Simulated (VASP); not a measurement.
Input of a VASP 6.6.1 run:

INCAR

```
PREC = Accurate
ENCUT = 520
EDIFF = 1E-7
ISMEAR = 0
SIGMA = 0.1
LREAL = F
LASPH = T
NELM = 80
ALGO = Normal
ISIF = 2
LWAVE = F
LCHARG = F
LDIPOL = T
IDIPOL = 3
DIPOL = 0.5 0.5 0.319
GGA = PE
IBRION = 2
NSW = 36
EDIFFG = -0.025
```

File KPOINTS:

```
Automatic mesh
0
Gamma
  6 6 1
```

POSCAR

```
Al12H
1.0
    5.7135165838      0.0000000000      0.0000000000
   -2.8567582919      4.9480505065      0.0000000000
    0.0000000000      0.0000000000     20.1013781936
Al H
12 1
Selective dynamics
Direct
    0.3333333333      0.1666666667      0.1989913309  F F F
    0.3333333333      0.6666666667      0.1989913309  F F F
    0.8333333333      0.1666666667      0.1989913309  F F F
    0.8333333333      0.6666666667      0.1989913309  F F F
    0.1666666667      0.3333333333      0.3134471578  F F F
    0.1666666667      0.8333333333      0.3134471578  F F F
    0.6666666667      0.3333333333      0.3134471578  F F F
    0.6666666667      0.8333333333      0.3134471578  F F F
    0.0000000000      0.0000000000      0.4278999236  F F F
    0.0000000000      0.5000000000      0.4278999236  F F F
    0.5000000000      0.0000000000      0.4278999236  F F F
    0.5000000000      0.5000000000      0.4278999236  F F F
    0.3333333333      0.1666666667      0.3884547608  F F T
```

Potentials or basis: VASP PAW PBE potentials, release 64 (Al, H).

The run is started by

```bash
$ cat potpaw_PBE.64/Al/POTCAR potpaw_PBE.64/H/POTCAR > POTCAR
$ mpirun -np 1 vasp_std > vasp.out
```

Task: Estimate the band gap on the k mesh.

Result: Zero (an odd number of electrons rules out a gap without spin polarisation).

Task: What does it give for the energy gained by relaxing?

Result: 3.3 meV/atom.

Final structure:
```xyz
13
Lattice="5.7135 0.0000 0.0000 -2.8568 4.9481 0.0000 0.0000 0.0000 20.1014" Properties=species:S:1:pos:R:3 pbc="T T T"
Al    1.4284    0.8247    4.0000
Al    0.0000    3.2987    4.0000
Al    4.2851    0.8247    4.0000
Al    2.8568    3.2987    4.0000
Al    0.0000    1.6494    6.3007
Al   -1.4284    4.1234    6.3007
Al    2.8568    1.6494    6.3007
Al    1.4284    4.1234    6.3007
Al    0.0000    0.0000    8.6014
Al   -1.4284    2.4740    8.6014
Al    2.8568    0.0000    8.6014
Al    1.4284    2.4740    8.6014
H     1.4284    0.8247    7.4389
```
